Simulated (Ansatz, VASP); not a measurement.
FeSi: VASP beside Ansatz

Contents of INCAR:

```
SYSTEM = FeSi
ALGO = Normal
EDIFF = 1E-6
ENCUT = 520
GGA = PE
ISIF = 2
ISMEAR = -1
LASPH = .True.
LCHARG = .False.
LREAL = .False.
LWAVE = .False.
NBANDS = 34
NELM = 80
PREC = Accurate
SIGMA = 0.02
```

File KPOINTS:

```
k-points
0
Gamma
  6 6 6
  0 0 0
```

File POSCAR:

```
FeSi
1.0
    4.4030518950      0.0000000000      0.0000000000
    0.0000000000      4.4030518950      0.0000000000
    0.0000000000      0.0000000000      4.4030518950
Fe Si
4 4
Direct
    0.8633399905      0.6366600095      0.3633399905
    0.6366600095      0.3633399905      0.8633399905
    0.3633399905      0.8633399905      0.6366600095
    0.1366600095      0.1366600095      0.1366600095
    0.1588681659      0.3411318341      0.6588681659
    0.3411318341      0.6588681659      0.1588681659
    0.6588681659      0.1588681659      0.3411318341
    0.8411318341      0.8411318341      0.8411318341
```

Input for Ansatz:

```yaml
crystal:
  lattice:
    - [4.403051895, 0.0, 0.0]
    - [0.0, 4.403051895, 0.0]
    - [0.0, 0.0, 4.403051895]
  atoms:
    - { symbol: Fe, position: [0.8633399905, 0.6366600095, 0.3633399905] }
    - { symbol: Fe, position: [0.6366600095, 0.3633399905, 0.8633399905] }
    - { symbol: Fe, position: [0.3633399905, 0.8633399905, 0.6366600095] }
    - { symbol: Fe, position: [0.1366600095, 0.1366600095, 0.1366600095] }
    - { symbol: Si, position: [0.1588681659, 0.3411318341, 0.6588681659] }
    - { symbol: Si, position: [0.3411318341, 0.6588681659, 0.1588681659] }
    - { symbol: Si, position: [0.6588681659, 0.1588681659, 0.3411318341] }
    - { symbol: Si, position: [0.8411318341, 0.8411318341, 0.8411318341] }
kpoints:
  mp_grid: { grid: [6, 6, 6] }
  band_path:
    path:
      - [[0.0, 0.0, 0.0], [-3.734270666036e-51, 0.5, 1.458026531231e-34], [0.5, 0.5, -2.041237143724e-34], [0.0, 0.0, 0.0], [0.5, 0.5, 0.5], [-3.734270666036e-51, 0.5, 1.458026531231e-34]]
      - [[0.5, 0.5, 0.5], [0.5, 0.5, -2.041237143724e-34], [0.5, 3.499263674955e-34, -3.499263674955e-34]]
    npoints: 10
hamiltonian:
  xc: pbe
scf:
  occupations: { method: fermi_dirac, width: 0.02 }
  n_extra_bands: 6
output:
  forces: true
  stress: true
  eigenvalues: true
```

Alike in both runs: task single point; functional PBE; k mesh 6 × 6 × 6; occupations fermi-dirac, width 0.02 eV; no spin polarisation.

|  | VASP | Ansatz |
| --- | --- | --- |
| version | VASP 6.6.1 | Ansatz 0.2.0 |
| potentials or method | VASP PAW PBE potentials, release 64 (Fe, Si) | plane waves, PAW |
| plane-wave cutoff (eV) | 520 | 420 |
| valence electrons in the cell | 48 | 80 |

```tsv
	VASP	Ansatz	Ansatz less VASP
pressure (GPa)	7.5	7.3	-0.23
rms of the force components (eV/Å)	0.043	0.028	-0.0151
```

Atom by atom the forces differ by 0.015 eV/Å (rms over components). VASP's potentials hold 48 valence electrons a cell and Ansatz's 80, so a difference there can come from the potentials and not from the codes.
